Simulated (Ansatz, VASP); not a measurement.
# Sc2Si2Se in VASP and in Ansatz

```
Sc Si Se
1.0
     0.00000    2.50481    7.43643
     2.50497    0.00000    7.43643
     2.50497    2.50481    0.00000
Sc Si Se
2 2 1
Direct
  0.39317 0.39317 0.60683
  0.60683 0.60683 0.39317
  0.75000 0.75000 0.75000
  0.25000 0.25000 0.25000
  0.00000 0.00000 0.00000
```

Change from the starting cell: species swapped into the SrFe2As2 type (Fmmm, No. 69).

Alike in both runs: functional PBE; k mesh 6 × 6 × 6; occupations gaussian, width 0.1 eV; no spin polarisation.

Ansatz relaxed the structure, and its values are those at the end. VASP's run is a single point on that final structure, the one shown.

|  | VASP | Ansatz |
| --- | --- | --- |
| version | VASP 6.6.1 | Ansatz 0.2.0 |
| potentials or method | VASP PAW PBE potentials, release 64 (Sc_sv, Si, Se), cutoff 520 eV | scalar-relativistic, plane waves, PAW |
| valence electrons in the cell | 36 | 46 |

|  | VASP | Ansatz | Ansatz less VASP |
| --- | --- | --- | --- |
| gap on the k mesh at the Fermi level (eV) | none | none | - |
| pressure (GPa) | 0.0 | -0.2 | -0.12 |
| rms of the force components (eV/Å) | 0.005 | 0.007 | +0.0023 |

A gap of «none» marks a metal or a gap that the smearing closes. The functional is the same, so the differences come from potentials, cutoffs and numerics. VASP's potentials hold 36 valence electrons a cell and Ansatz's 46, so a difference there can come from the potentials and not from the codes.
